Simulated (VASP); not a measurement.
Write the native input for VASP 6.6.1 that does the following.

```yaml
Task: relaxation of cell and atoms
Functional: PBE
Potentials_or_basis: VASP PAW PBE potentials, release 64 (Be, B, Cl)
Cutoff: 600 eV
k_mesh: 12 × 12 × 4
Occupations: gaussian, width 0.1 eV
Spin: no spin polarisation
Dipole_correction: no
Further_INCAR_settings: ALGO = Fast; EDIFF = 1e-06; IBRION = 2; EDIFFG = -0.01; NSW = 100; ISIF = 3
```

The structure of BeBCl2 lies in POSCAR:

```
BeBCl2
1.0
    3.2106298051      0.0000000000      0.0000000000
   -1.6053149026      2.7804869734      0.0000000000
    0.0000000000      0.0000000000     14.8972322552
Be B Cl
2 2 4
Direct
    0.3333333333      0.6666666667      0.8904896288
    0.6666666667      0.3333333333      0.1095103712
    0.6666666667      0.3333333333      0.3896534468
    0.3333333333      0.6666666667      0.6103465532
    0.6666666667      0.3333333333      0.8189026321
    0.0000000000      0.0000000000      0.0000000000
    0.3333333333      0.6666666667      0.1810973679
    0.0000000000      0.0000000000      0.5000000000
```

These files were run (other wordings do the same):

INCAR

```
SYSTEM = BeBCl2
  PREC = Accurate
  ENCUT = 600
  EDIFF = 1E-6
  ISMEAR = 0
  SIGMA = 0.1
  LREAL = .False.
  LASPH = .True.
  NELM = 60
  ALGO = Fast
  ISIF = 3
  LWAVE = .False.
  LCHARG = .False.
  GGA = PE
  IBRION = 2
  NSW = 100
  EDIFFG = -0.01
```

KPOINTS

```
Automatic mesh
0
Gamma
  12 12 4
  0 0 0
```

Potentials or basis: VASP PAW PBE potentials, release 64 (Be, B, Cl).

Run with:

```sh
$ cat potpaw_PBE.64/Be/POTCAR potpaw_PBE.64/B/POTCAR potpaw_PBE.64/Cl/POTCAR > POTCAR
$ mpirun -np 1 vasp_std > vasp.out
```

It gave:

```yaml
Relaxed_volume: 16.68 Å³/atom
Relaxed_cell: a = 3.213 Å, b = 3.213 Å, c = 14.929 Å, α = 90.00°, β = 90.00°, γ = 120.00°
Space_group_after_relaxing_to_0.1_Å: P-3m1 (No. 164)
Energy_gained_by_relaxing: 0.1 meV/atom
Ionic_steps: 6
Pressure_after_relaxing: 0.0 GPa
Largest_force_after_relaxing: 0.007 eV/Å
Band_gap_on_the_k_mesh: zero (bands 19 and 20 overlap by 2.13 eV)
```

Caveat: this functional lacks dispersion, which binds layers or chains, so the pressure and a relaxed spacing across them are unreliable.

Run time: 19 min on 1 thread of Oxide Virtual Turin-like Processor, on a shared host, peak memory 0.43 GiB.
